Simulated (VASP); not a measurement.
# Li3Ta2O (P4/mmm) in VASP: further runs

The runs below take Li3Ta2O through single point, relaxation of cell and atoms, with PBE.

Everything below comes from runs of VASP 6.6.1. Logs are shortened: lines on timing, memory, paths and dates and some standing lists are left out, and cuts for length are marked.

## Step 1: The cell of the first run

Symmetry: P4/mmm, No. 123, tetragonal system. Conventional cell: a = 4.393 Å, b = 4.393 Å, c = 4.679 Å, α = 90.00°, β = 90.00°, γ = 90.00°. Within 2.9 Å of Li (site symmetry 4mm) lie 2 Li at 2.23 to 2.45 Å and 4 Ta at 2.52 Å. Li (site symmetry 4/mmm) has 2 O at 2.34 Å within 3.1 Å. Ta (site symmetry mmm) has 2 O at 2.20 Å and 4 Li at 2.52 Å within 2.9 Å. O (site symmetry 4/mmm) has 4 Ta at 2.20 Å and 2 Li at 2.34 Å within 2.9 Å.

## Step 2: Single point, PBE

INCAR reads:

```
SYSTEM = Li3Ta2O
PREC = Accurate ; ENCUT = 520
EDIFF = 1E-6 ; ISMEAR = 0
SIGMA = 0.1 ; LREAL = .False.
LASPH = .True. ; NELM = 80
ALGO = Normal ; ISIF = 2
LWAVE = .False. ; LCHARG = .True.
GGA = PE ; LELF = .True.
LVHAR = .True. ; NBANDS = 28
```

KPOINTS reads:

```
Automatic mesh
0
Gamma
  4 4 4
  0 0 0
```

POSCAR reads:

```
Li3Ta2O
1.0
    4.3933902700      0.0000000000      0.0000000000
    0.0000000000      4.3933902700      0.0000000000
    0.0000000000      0.0000000000      4.6786110900
Li Ta O
3 2 1
Direct
    0.0000000000      0.0000000000      0.2619861700
    0.0000000000      0.0000000000      0.7380138300
    0.5000000000      0.5000000000      0.5000000000
    0.5000000000      0.0000000000      0.0000000000
    0.0000000000      0.5000000000      0.0000000000
    0.5000000000      0.5000000000      0.0000000000
```

Potentials or basis: VASP PAW PBE potentials, release 64 (Li_sv, Ta_pv, O).

The run is started by

```sh
> cat potpaw_PBE.64/Li_sv/POTCAR potpaw_PBE.64/Ta_pv/POTCAR potpaw_PBE.64/O/POTCAR > POTCAR
> mpirun -np 1 vasp_std > vasp.out
```

OUTCAR:

```text
SYSTEM = Li3Ta2O
   PREC = Accurate
   ENCUT = 520
   EDIFF = 1E-6
   ISMEAR = 0
   LREAL = .False.
   LASPH = .True.
   NELM = 80
   ISIF = 2
   GGA = PE

 ion  position               nearest neighbor table
   1  0.000  0.000  0.262-   2 2.23   2 2.45   5 2.52   4 2.52   5 2.52   4 2.52
   2  0.000  0.000  0.738-   1 2.23   1 2.45   4 2.52   5 2.52   5 2.52   4 2.52
   3  0.500  0.500  0.500-
   4  0.500  0.000  0.000-   6 2.20   6 2.20   1 2.52   2 2.52   1 2.52   2 2.52   5 3.11   5 3.11
                             5 3.11   5 3.11
   5  0.000  0.500  0.000-   6 2.20   6 2.20   1 2.52   1 2.52   2 2.52   2 2.52   4 3.11   4 3.11
                             4 3.11   4 3.11
   6  0.500  0.500  0.000-   4 2.20   5 2.20   4 2.20   5 2.20

  LATTYP: Found a simple tetragonal cell.
 ALAT       =     4.3933902700
 C/A-ratio  =     1.0649204379

  Lattice vectors:

 A1 = (   4.3933902700,   0.0000000000,   0.0000000000)
 A2 = (   0.0000000000,   4.3933902700,   0.0000000000)
 A3 = (   0.0000000000,   0.0000000000,   4.6786110900)

Analysis of symmetry for initial positions (statically):
=====================================================================
 Subroutine PRICEL returns:
 Original cell was already a primitive cell.

 Routine SETGRP: Setting up the symmetry group for a
 simple tetragonal supercell.

 Subroutine GETGRP returns: Found 16 space group operations
 (whereof 16 operations were pure point group operations)
 out of a pool of 16 trial point group operations.

The static configuration has the point symmetry D_4h.

Analysis of symmetry for dynamics (positions and initial velocities):
=====================================================================
 Subroutine PRICEL returns:
 Original cell was already a primitive cell.

 Routine SETGRP: Setting up the symmetry group for a
 simple tetragonal supercell.

 Subroutine GETGRP returns: Found 16 space group operations
 (whereof 16 operations were pure point group operations)
 out of a pool of 16 trial point group operations.

The dynamic configuration has the point symmetry D_4h.

 Subroutine INISYM returns: Found 16 space group operations
 (whereof 16 operations are pure point group operations),
 and found     1 'primitive' translations

----------------------------------------------------------------------------------------

                                     Primitive cell

  volume of cell :      90.3060

  direct lattice vectors                    reciprocal lattice vectors
[... 93 lines left out ...]
   NFREE  =      0    steps in history (QN), initial steepest desc. (CG)
   ISIF   =      2    stress and relaxation
   ISYM   =      2    0-nonsym 1-usesym 2-fastsym
   POTIM  = 0.5000    time-step for ionic-motion
   TEBEG  =    0.0;   TEEND  =   0.0 temperature during run
   PSTRESS=    0.0 pullay stress
   NELECT =      37.0000    total number of electrons
   NUPDOWN=      -1.0000    fix difference up-down
   EMIN   =  10.00;   EMAX   =-10.00  energy-range for DOS
   EFERMI =   0.00;   METHOD = LEGACY
   ISMEAR =     0;   SIGMA  =   0.10  broadening in eV -4-tet -1-fermi 0-gaus
   EFERMI_NEDOS =   21; number of points for ismear=-14 and -15
   IALGO  =     38    algorithm
   IMIX   =      4    mixing-type and parameters
     AMIX     =   0.40;   BMIX     =  1.00
     AMIX_MAG =   1.60;   BMIX_MAG =  1.00
  volume/ion in A,a.u.               =      15.05       101.57
  Fermi-wavevector in a.u.,A,eV,Ry     =   1.215915  2.297746 20.115525  1.478449
  Thomas-Fermi vector in A             =   2.351286
   LORBIT       =      0    0 simple, 1 ext, 2 COOP (PROOUT), +10 PAW based schemes
   GGA     = PE    functional components
   LHFCALC =     F    Hartree Fock is set to
   AEXX    =    0.0000 exact exchange contribution
   IVDW    =     0    specifies the selected vdW correction
   LEPSILON=     F    determine dielectric tensor
   LRPA    =     F    only Hartree local field effects (RPA)
 non-spin polarized calculation
 Gauss-broadening in eV      SIGMA  =   0.10
  energy-cutoff  :      520.00
  volume of cell :       90.31
 maximum number of plane-waves:      2480
 NGX is ok and might be reduce to    36
   NGX = 17   NGY = 17   NGZ = 17

 number of electron      36.9999985 magnetization

 Free energy of the ion-electron system (eV)
  ---------------------------------------------------
  ext. energy  EPLUGINS =         0.00000000
  ---------------------------------------------------
  free energy    TOTEN  =       -33.92951210 eV

  energy without entropy =      -33.89917677  energy(sigma->0) =      -33.91434443

 E-fermi :   3.3984     XC(G=0): -10.0268

 val. band max:        3.3980823433   @ k =   0.5000   0.0000   0.5000
 cond. band min:       3.4190964212   @ k =   0.2500   0.2500   0.2500
 fundamental gap:      0.0210140779
 Fermi energy:         3.3984330865

 k-point     1 :       0.0000    0.0000    0.0000
  band No.  band energies     occupation
      1     -42.6782      2.00000
      2     -41.7141      2.00000
      3     -41.6103      2.00000
      4     -31.6298      2.00000
      5     -31.6298      2.00000
      6     -31.5247      2.00000
[... 547 lines left out ...]
     27       7.7800      0.00000
     28       7.8885      0.00000

------------------------ aborting loop because EDIFF is reached ----------------------------------------

  FORCE on cell =-STRESS in cart. coord.  units (eV):
  Direction    XX          YY          ZZ          XY          YZ          ZX
  --------------------------------------------------------------------------------------
  -------------------------------------------------------------------------------------
  Total       -2.0387812     -2.0387812      1.8589820      0.0000000     -0.0000000      0.0000000
  in kB      -36.1713476    -36.1713476     32.9814118      0.0000000     -0.0000000      0.0000000
  external PRESSURE =     -13.1204278 kB  Pullay stress =       0.0000000 kB

 VOLUME and BASIS-vectors are now :
 -----------------------------------------------------------------------------
  energy-cutoff  :      520.00
  volume of cell :       90.31
      direct lattice vectors                 reciprocal lattice vectors
     4.393390270  0.000000000  0.000000000     0.227614653  0.000000000  0.000000000
     0.000000000  4.393390270  0.000000000     0.000000000  0.227614653  0.000000000
     0.000000000  0.000000000  4.678611090     0.000000000  0.000000000  0.213738646

 POSITION                                       TOTAL-FORCE (eV/Angst)
 -----------------------------------------------------------------------------------
      0.00000      0.00000      1.22573        -0.000000      0.000000      1.768130
      0.00000      0.00000      3.45288        -0.000000      0.000000     -1.768130
      2.19670      2.19670      2.33931         0.000000      0.000000      0.000000
      2.19670      0.00000      0.00000         0.000000      0.000000      0.000000
      0.00000      2.19670      0.00000         0.000000      0.000000      0.000000
      2.19670      2.19670      0.00000         0.000000      0.000000      0.000000
 -----------------------------------------------------------------------------------
    total drift:                                0.000000      0.000000     -0.000000

  FREE ENERGIE OF THE ION-ELECTRON SYSTEM (eV)
  ---------------------------------------------------
  free  energy   TOTEN  =       -33.9295120969 eV

  energy  without entropy=      -33.8991767674  energy(sigma->0) =      -33.91434443
```

stdout:

```text
POSCAR found type information on POSCAR LiTaO
 POSCAR found :  3 types and       6 ions
 scaLAPACK will be used
 LDA part: xc-table for (Slater+PW92), standard interpolation
 POSCAR, INCAR and KPOINTS ok, starting setup
 FFT: planning ... GRIDC
 FFT: planning ... GRID_SOFT
 FFT: planning ... GRID
 WAVECAR not read
 entering main loop
```

It took 18 s on 1 thread of Intel Xeon 6975P-C (Granite Rapids), shared host; peak memory 0.22 GiB.

Results:

```yaml
Free_energy: -33.9295 eV
Largest_force: 1.768 eV/Å
```

Forces on the atoms (eV/Å):
```
Li   0.000  0.000  1.768
Li   0.000  0.000 -1.768
Li   0.000  0.000  0.000
Ta   0.000  0.000  0.000
Ta   0.000  0.000  0.000
O    0.000  0.000  0.000
```

Levels at points of the mesh, in eV from the Fermi level:
```
           k point  band 14  band 15  band 16  band 17  band 18  band 19  band 20  band 21  band 22  band 23
(0.00, 0.00, 0.00)    -4.82    -2.56    -2.15    -0.92    -0.92     0.21     1.89     1.89     2.13     2.13
(0.50, 0.00, 0.00)    -2.95    -2.80    -1.27    -0.78     0.08     0.15     0.41     0.46     1.43     1.62
(0.50, 0.50, 0.00)    -2.68    -2.68    -0.89    -0.41    -0.41     0.05     1.53     2.37     2.42     2.47
(0.00, 0.00, 0.50)    -4.32    -2.11    -1.66    -1.66    -1.19    -0.21     1.55     1.65     1.65     2.98
(0.50, 0.00, 0.50)    -2.35    -1.69    -1.13    -0.57    -0.43    -0.17     0.00     0.82     1.04     1.54
(0.50, 0.50, 0.50)    -1.72    -1.72    -1.65    -0.08    -0.08     0.50     0.94     0.94     1.02     2.31
```

Caveat: the cutoff is under 1.25 times the usual one of these potentials, so pressure, stress and relaxed cells hold a basis-set (Pulay) error; spin-orbit coupling is left out, which moves the levels of the heavy elements; an odd number of electrons without spin polarisation forces a metal; a magnetic or distorted state may lie lower.

(Continued in part 2 of 2.)
